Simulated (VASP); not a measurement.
# B3N2 (P6/mmm) in VASP: a series of runs

Runs on B3N2. Level: PBE. Tasks: relaxation of cell and atoms, single point.

Everything below comes from runs of VASP 6.6.1. Logs are shortened: lines on timing, memory, paths and dates and some standing lists are left out, and cuts for length are marked.

## 1. The cell of the first run

Symmetry: P6/mmm, No. 191, hexagonal system. Conventional cell: a = 3.691 Å, b = 3.691 Å, c = 3.538 Å, α = 90.00°, β = 90.00°, γ = 120.00°. B (site symmetry mmm) has 4 B at 1.85 Å and 4 N at 2.17 Å within 2.4 Å. N (site symmetry 6mm) has 1 N at 1.25 Å within 1.7 Å.

The cell was built from a structure type or drawn by symmetry, and may not be a known phase.

## 2. Relaxation of cell and atoms, PBE

File INCAR:

```
PREC = Accurate ; ENCUT = 600
EDIFF = 1E-6 ; ISMEAR = 0
SIGMA = 0.1 ; LREAL = F
LASPH = T ; NELM = 100
ALGO = Normal ; ISIF = 3
LWAVE = F ; LCHARG = F
GGA = PE ; IBRION = 2
NSW = 90 ; EDIFFG = -0.04
```

File KPOINTS:

```
regular mesh
0
Gamma
  6 6 6
```

File POSCAR:

```
B3N2
1.0
    3.6911684000      0.0000000000      0.0000000000
   -1.8455842000      3.1966456000      0.0000000000
    0.0000000000      0.0000000000      3.5378579800
B N
3 2
Direct
    0.5000000000      0.0000000000      0.0000000000
    0.0000000000      0.5000000000      0.0000000000
    0.5000000000      0.5000000000      0.0000000000
    0.0000000000      0.0000000000      0.3239800200
    0.0000000000      0.0000000000      0.6760199800
```

Potentials or basis: VASP PAW PBE potentials, release 64 (B, N).

Command:

```console
$ cat potpaw_PBE.64/B/POTCAR potpaw_PBE.64/N/POTCAR > POTCAR
$ mpirun -np 1 vasp_std > vasp.out
```

OUTCAR:

```text
PREC = Accurate
   ENCUT = 600
   EDIFF = 1E-6
   ISMEAR = 0
   LREAL = F
   LASPH = T
   NELM = 100
   ISIF = 3
   GGA = PE
   IBRION = 2
   NSW = 90
   EDIFFG = -0.04

 ion  position               nearest neighbor table
   1  0.500  0.000  0.000-   2 1.85   3 1.85   3 1.85   2 1.85
   2  0.000  0.500  0.000-   1 1.85   1 1.85   3 1.85   3 1.85
   3  0.500  0.500  0.000-   1 1.85   1 1.85   2 1.85   2 1.85
   4  0.000  0.000  0.324-   5 1.25
   5  0.000  0.000  0.676-   4 1.25

  LATTYP: Found a hexagonal cell.
 ALAT       =     3.6911684000
 C/A-ratio  =     0.9584656121

  Lattice vectors:

 A1 = (   3.6911684000,   0.0000000000,   0.0000000000)
 A2 = (  -1.8455842000,   3.1966456000,   0.0000000000)
 A3 = (   0.0000000000,   0.0000000000,   3.5378579800)

Analysis of symmetry for initial positions (statically):
=====================================================================
 Subroutine PRICEL returns:
 Original cell was already a primitive cell.

 Routine SETGRP: Setting up the symmetry group for a
 hexagonal supercell.

 Subroutine GETGRP returns: Found 24 space group operations
 (whereof 24 operations were pure point group operations)
 out of a pool of 24 trial point group operations.

The static configuration has the point symmetry D_6h.

Analysis of symmetry for dynamics (positions and initial velocities):
=====================================================================
 Subroutine PRICEL returns:
 Original cell was already a primitive cell.

 Routine SETGRP: Setting up the symmetry group for a
 hexagonal supercell.

 Subroutine GETGRP returns: Found 24 space group operations
 (whereof 24 operations were pure point group operations)
 out of a pool of 24 trial point group operations.

The dynamic configuration has the point symmetry D_6h.

 Subroutine INISYM returns: Found 24 space group operations
 (whereof 24 operations are pure point group operations),
 and found     1 'primitive' translations

----------------------------------------------------------------------------------------

                                     Primitive cell

  volume of cell :      41.7445

  direct lattice vectors                    reciprocal lattice vectors
     3.691168400  0.000000000  0.000000000     0.270916927  0.156413961  0.000000000
    -1.845584200  3.196645600  0.000000000     0.000000000  0.312827922  0.000000000
     0.000000000  0.000000000  3.537857980     0.000000000  0.000000000  0.282656909

  length of vectors
     3.691168400  3.691168396  3.537857980     0.312827922  0.312827922  0.282656909

  position of ions in fractional coordinates (direct lattice)
     0.500000000  0.000000000  0.000000000
     0.000000000  0.500000000  0.000000000
     0.500000000  0.500000000  0.000000000
     0.000000000  0.000000000  0.323980020
     0.000000000  0.000000000  0.676019980

  ion indices of the primitive-cell ions
   primitive index   ion index
                 1           1
                 2           2
                 3           3
                 4           4
                 5           5

----------------------------------------------------------------------------------------

 KPOINTS: regular mesh

Automatic generation of k-mesh.
 Grid dimensions read from file:
 generate k-points for:    6    6    6

 Generating k-lattice:

  Cartesian coordinates                     Fractional coordinates (reciprocal lattice)
     0.045152821  0.026068993  0.000000000     0.166666667  0.000000000  0.000000000
     0.000000000  0.052137987  0.000000000     0.000000000  0.166666667  0.000000000
     0.000000000  0.000000000  0.047109485     0.000000000  0.000000000  0.166666667

  Length of vectors
     0.052137987  0.052137987  0.047109485

  Shift w.r.t. Gamma in fractional coordinates (k-lattice)
     0.000000000  0.000000000  0.000000000

 Subroutine IBZKPT returns following result:
 ===========================================

 Found     28 irreducible k-points:

 Following reciprocal coordinates:
            Coordinates               Weight
  0.000000  0.000000  0.000000      1.000000
  0.166667  0.000000  0.000000      6.000000
  0.333333  0.000000  0.000000      6.000000
  0.500000  0.000000  0.000000      3.000000
  0.166667  0.166667  0.000000      6.000000
  0.333333  0.166667  0.000000     12.000000
[... 16 lines left out ...]
  0.166667  0.000000  0.500000      6.000000
  0.333333  0.000000  0.500000      6.000000
 [... further k-points ...]
   k-points           NKPTS =     28   k-points in BZ     NKDIM =     28   number of bands    NBANDS=     13
   number of dos      NEDOS =    301   number of ions     NIONS =      5
   total plane-waves  NPLWV =  25200
   dimension x,y,z NGX =    30 NGY =   30 NGZ =   28
   dimension x,y,z NGXF=    60 NGYF=   60 NGZF=   56
   ions per type =               3   2
   NGX,Y,Z   is equivalent  to a cutoff of  13.51, 13.51, 13.16 a.u.
   NGXF,Y,Z  is equivalent  to a cutoff of  27.02, 27.02, 26.31 a.u.
 SYSTEM =  unknown system
   PREC   = accura    normal or accurate (medium, high low for compatibility)
   ISTART =      0    job   : 0-new  1-cont  2-samecut
   ICHARG =      2    charge: 1-file 2-atom 10-const
   ISPIN  =      1    spin polarized calculation?
   LNONCOLLINEAR =      F non collinear calculations
   LSORBIT =      F    spin-orbit coupling
   LASPH  =      T    aspherical Exc in radial PAW
   ENCUT  =  600.0 eV  44.10 Ry    6.64 a.u.   7.37  7.37  7.07*2*pi/ulx,y,z
   NELM   =    100;   NELMIN=  2; NELMDL= -5     # of ELM steps
   EDIFF  = 0.1E-05   stopping-criterion for ELM
   LREAL  =      F    real-space projection
   EDIFFG = -.4E-01   stopping-criterion for IOM
   NSW    =     90    number of steps for IOM
   IBRION =      2    ionic relax: 0-MD 1-quasi-New 2-CG
   NFREE  =      1    steps in history (QN), initial steepest desc. (CG)
   ISIF   =      3    stress and relaxation
   ISYM   =      2    0-nonsym 1-usesym 2-fastsym
   POTIM  = 0.5000    time-step for ionic-motion
   TEBEG  =    0.0;   TEEND  =   0.0 temperature during run
   PSTRESS=    0.0 pullay stress
   NELECT =      19.0000    total number of electrons
   NUPDOWN=      -1.0000    fix difference up-down
   EMIN   =  10.00;   EMAX   =-10.00  energy-range for DOS
   EFERMI =   0.00;   METHOD = LEGACY
   ISMEAR =     0;   SIGMA  =   0.10  broadening in eV -4-tet -1-fermi 0-gaus
   EFERMI_NEDOS =   21; number of points for ismear=-14 and -15
   IALGO  =     38    algorithm
   IMIX   =      4    mixing-type and parameters
     AMIX     =   0.40;   BMIX     =  1.00
     AMIX_MAG =   1.60;   BMIX_MAG =  1.00
  volume/ion in A,a.u.               =       8.35        56.34
  Fermi-wavevector in a.u.,A,eV,Ry     =   1.259292  2.379717 21.576342  1.585816
  Thomas-Fermi vector in A             =   2.392859
   LORBIT       =      0    0 simple, 1 ext, 2 COOP (PROOUT), +10 PAW based schemes
   GGA     = PE    functional components
   LHFCALC =     F    Hartree Fock is set to
   AEXX    =    0.0000 exact exchange contribution
   IVDW    =     0    specifies the selected vdW correction
   LEPSILON=     F    determine dielectric tensor
   LRPA    =     F    only Hartree local field effects (RPA)
 conjugate gradient relaxation of ions
 non-spin polarized calculation
 Gauss-broadening in eV      SIGMA  =   0.10
  energy-cutoff  :      600.00
  volume of cell :       41.74
 maximum number of plane-waves:      1412
 NGX is ok and might be reduce to    30
   NGX = 15   NGY = 15   NGZ = 15

--------------------------------------- Ionic step        1  -------------------------------------------

 number of electron      19.0000003 magnetization

 Free energy of the ion-electron system (eV)
  ---------------------------------------------------
  ext. energy  EPLUGINS =         0.00000000
  ---------------------------------------------------
  free energy    TOTEN  =       -28.59279175 eV

  energy without entropy =      -28.58058109  energy(sigma->0) =      -28.58668642

------------------------ aborting loop because EDIFF is reached ----------------------------------------

  FORCE on cell =-STRESS in cart. coord.  units (eV):
  Direction    XX          YY          ZZ          XY          YZ          ZX
  --------------------------------------------------------------------------------------
  -------------------------------------------------------------------------------------
  Total       -5.9824485     -5.9824484      7.7711133      0.0000000     -0.0000000      0.0000000
  in kB     -229.6100026   -229.6100020    298.2600432      0.0000000     -0.0000000      0.0000000
  external PRESSURE =     -53.6533204 kB  Pullay stress =       0.0000000 kB
[... 98 lines left out ...]
  FREE ENERGIE OF THE ION-ELECTRON SYSTEM (eV)
  ---------------------------------------------------
  free  energy   TOTEN  =       -29.4647790680 eV

  energy  without entropy=      -29.4525562610  energy(sigma->0) =      -29.45866766

 E-fermi :   2.7258     XC(G=0): -10.1511

 val. band max:        2.6827666900   @ k =   0.3333   0.1667   0.5000
 cond. band min:       2.8492967408   @ k =   0.1667   0.1667   0.1667
 fundamental gap:      0.1665300508
 Fermi energy:         2.7257773681

 k-point     1 :       0.0000    0.0000    0.0000
  band No.  band energies     occupation
      1     -20.8593      2.00000
      2     -10.0601      2.00000
      3      -6.3909      2.00000
      4      -3.6779      2.00000
      5      -3.2387      2.00000
      6      -3.2387      2.00000
      7      -1.5202      2.00000
      8       1.1611      2.00000
      9       2.4272      1.99998
     10       2.4272      1.99998
     11       7.6531      0.00000
     12       7.6531      0.00000
     13       9.2617      0.00000
[... 356 lines left out ...]
      2      -8.9390      2.00000
      3      -5.4612      2.00000
      4      -4.6832      2.00000
      5      -4.2346      2.00000
      6      -3.4369      2.00000
      7      -2.7095      2.00000
      8      -0.0161      2.00000
      9       1.8627      2.00000
     10       2.4032      1.99999
     11       6.5186      0.00000
     12       6.8581      0.00000
     13       8.0188      0.00000

 [... further k-points ...]

[... ionic steps 4 to 28 ...]

--------------------------------------- Ionic step       29  -------------------------------------------

 number of electron      18.9999985 magnetization

------------------------ aborting loop because EDIFF is reached ----------------------------------------
[... 73 lines left out ...]
--------------------------------------- Ionic step       31  -------------------------------------------

 number of electron      18.9999988 magnetization

 Free energy of the ion-electron system (eV)
  ---------------------------------------------------
  ext. energy  EPLUGINS =         0.00000000
  ---------------------------------------------------
  free energy    TOTEN  =       -32.22378709 eV

  energy without entropy =      -32.21576292  energy(sigma->0) =      -32.21977500

 E-fermi :   1.9143     XC(G=0):  -9.7076

 val. band max:        1.9097235106   @ k =   0.3333   0.3333   0.1667
 cond. band min:       1.9882764986   @ k =   0.1667   0.1667   0.1667
 fundamental gap:      0.0785529879
 Fermi energy:         1.9143307725

 k-point     1 :       0.0000    0.0000    0.0000
  band No.  band energies     occupation
      1     -20.3811      2.00000
      2     -10.4758      2.00000
      3      -7.1004      2.00000
      4      -4.2976      2.00000
      5      -3.2823      2.00000
      6      -3.2823      2.00000
      7      -2.2024      2.00000
      8      -0.1607      2.00000
      9       1.5880      2.00000
     10       1.5880      2.00000
     11       6.0965      0.00000
     12       6.0965      0.00000
     13       7.9313      0.00000
[... 400 lines left out ...]
  FREE ENERGIE OF THE ION-ELECTRON SYSTEM (eV)
  ---------------------------------------------------
  free  energy   TOTEN  =       -32.2237870879 eV

  energy  without entropy=      -32.2157629153  energy(sigma->0) =      -32.21977500

 reached required accuracy - stopping structural energy minimisation
```

It took 4.8 min on 1 thread of Intel Xeon Platinum 8488C (Sapphire Rapids), shared host; peak memory 0.16 GiB.

Results:

| Item | Value |
| --- | --- |
| Free energy | -32.2238 eV |
| Relaxed volume | 10.62 Å³/atom |
| Relaxed cell | a = 3.329 Å, b = 3.329 Å, c = 5.531 Å, α = 90.00°, β = 90.00°, γ = 120.00° |
| Space group after relaxing (to 0.1 Å) | P6/mmm (No. 191) |
| Pressure after relaxing | 0.1 GPa |
| Largest force after relaxing | 0.019 eV/Å |
| Band gap on the k mesh | zero (an odd number of electrons rules out a gap without spin polarisation) |

Forces in eV/Å, atoms in the order of the input:
```
B    0.000  0.000  0.000
B    0.000  0.000  0.000
B    0.000  0.000  0.000
N    0.000  0.000 -0.019
N    0.000  0.000  0.019
```

Final structure:
```
B N
1.0
     3.32889    0.00000    0.00000
    -1.66444    2.88290    0.00000
     0.00000    0.00000    5.53087
B N
3 2
Direct
  0.50000 0.00000 0.00000
  0.00000 0.50000 0.00000
  0.50000 0.50000 0.00000
  0.00000 0.00000 0.39869
  0.00000 0.00000 0.60131
```

Levels at points of the mesh, in eV from the Fermi level:
| k point | band 8 | band 9 | band 10 | band 11 | band 12 | band 13 |
| --- | --- | --- | --- | --- | --- | --- |
| (0.00, 0.00, 0.00) | -2.08 | -0.33 | -0.33 | 4.18 | 4.18 | 6.02 |
| (0.50, 0.00, 0.00) | -2.22 | -1.55 | -0.66 | 2.37 | 3.48 | 4.44 |
| (0.00, 0.00, 0.50) | -0.79 | -0.51 | -0.51 | 4.49 | 4.49 | 6.06 |
| (0.50, 0.00, 0.50) | -3.18 | -0.96 | -0.26 | 2.65 | 2.69 | 4.30 |

Caveat: the standard files for N, O and F lose accuracy on very short bonds; the volume moved by over 15 % at a fixed basis, so the end points are rough.

## 3. Single point, PBE, collinear spin, ferromagnetic start

This run uses another cell than the first one, of 16.25 Å³/atom.

File INCAR:

```
ALGO = Normal
EDIFF = 1E-7
ENCUT = 520
GGA = PE
ISIF = 2
ISMEAR = 0
ISPIN = 2
LASPH = True
LCHARG = False
LORBIT = 11
LREAL = False
LWAVE = False
MAGMOM = 0 0 0 1 1
NBANDS = 22
NELM = 150
PREC = Accurate
SIGMA = 0.1
```

File KPOINTS:

```
k-points
0
Gamma
  6 6 2
```

File POSCAR:

```
B3N2
1.0
    3.3332242036      0.0000000000      0.0000000000
   -1.6666121018      2.8866568369      0.0000000000
    0.0000000000      0.0000000000      8.4460012247
B N
3 2
Direct
    0.5000000000      0.0000000000      0.0000000000
    0.0000000000      0.5000000000      0.0000000000
    0.5000000000      0.5000000000      0.0000000000
    0.0000000000      0.0000000000      0.4347696563
    0.0000000000      0.0000000000      0.5652303437
```

Potentials or basis: VASP PAW PBE potentials, release 64 (B, N).

Command:

```console
$ cat potpaw_PBE.64/B/POTCAR potpaw_PBE.64/N/POTCAR > POTCAR
$ mpirun -np 1 vasp_std > vasp.out
```

Run time: 72 s. Hardware: 1 thread of Intel Xeon Platinum 8488C (Sapphire Rapids), shared host; peak memory 0.25 GiB.

It converged, with:

```
Free energy                                           : -33.9947 eV
Pressure                                              : 1.2 GPa
Largest force                                         : 1.774 eV/Å
Net moment                                            : 0.00 μB per cell
Valence electrons inside the program's atomic spheres : B 1.99; N 3.87
```

Forces on the atoms (eV/Å):
```
B    0.000  0.000  0.000
B    0.000  0.000  0.000
B    0.000  0.000  0.000
N    0.000  0.000 -1.774
N    0.000  0.000  1.774
```

Stress tensor (GPa, compression positive):
```
-0.18  0.00  0.00
 0.00 -0.18  0.00
 0.00  0.00  3.99
```

Levels at points of the mesh, in eV from the Fermi level:
Spin up:
| k point | band 8 | band 9 | band 10 | band 11 | band 12 | band 13 |
| --- | --- | --- | --- | --- | --- | --- |
| (0.00, 0.00, 0.00) | -3.89 | -0.49 | -0.49 | 3.78 | 3.78 | 5.81 |
| (0.50, 0.00, 0.00) | -3.70 | -0.89 | -0.86 | 1.40 | 2.15 | 3.46 |
| (0.00, 0.00, 0.50) | -3.80 | -0.49 | -0.49 | 3.78 | 3.78 | 5.62 |
| (0.50, 0.00, 0.50) | -3.71 | -0.86 | -0.86 | 1.42 | 2.06 | 3.47 |
Spin down:
| k point | band 6 | band 7 | band 8 | band 9 | band 10 | band 11 | band 12 | band 13 | band 14 | band 15 |
| --- | --- | --- | --- | --- | --- | --- | --- | --- | --- | --- |
| (0.00, 0.00, 0.00) | -6.12 | -5.69 | -3.89 | -0.49 | -0.49 | 3.78 | 3.78 | 5.81 | 5.97 | 5.97 |
| (0.50, 0.00, 0.00) | -6.38 | -5.07 | -3.70 | -0.89 | -0.86 | 1.40 | 2.15 | 3.46 | 7.63 | 8.02 |
| (0.00, 0.00, 0.50) | -6.12 | -5.77 | -3.80 | -0.49 | -0.49 | 3.78 | 3.78 | 5.62 | 5.97 | 5.97 |
| (0.50, 0.00, 0.50) | -6.38 | -5.07 | -3.71 | -0.86 | -0.86 | 1.42 | 2.06 | 3.47 | 7.61 | 8.59 |

Caveat: the k points lie up to 0.37 Å⁻¹ apart; the standard files for N, O and F lose accuracy on very short bonds; this functional lacks dispersion, which binds the layers, so the pressure and a relaxed spacing across them are unreliable; forces of over 1 eV/Å act on the atoms, so gaps and moduli don't describe the material at rest.

(Continued in part 2 of 3.)
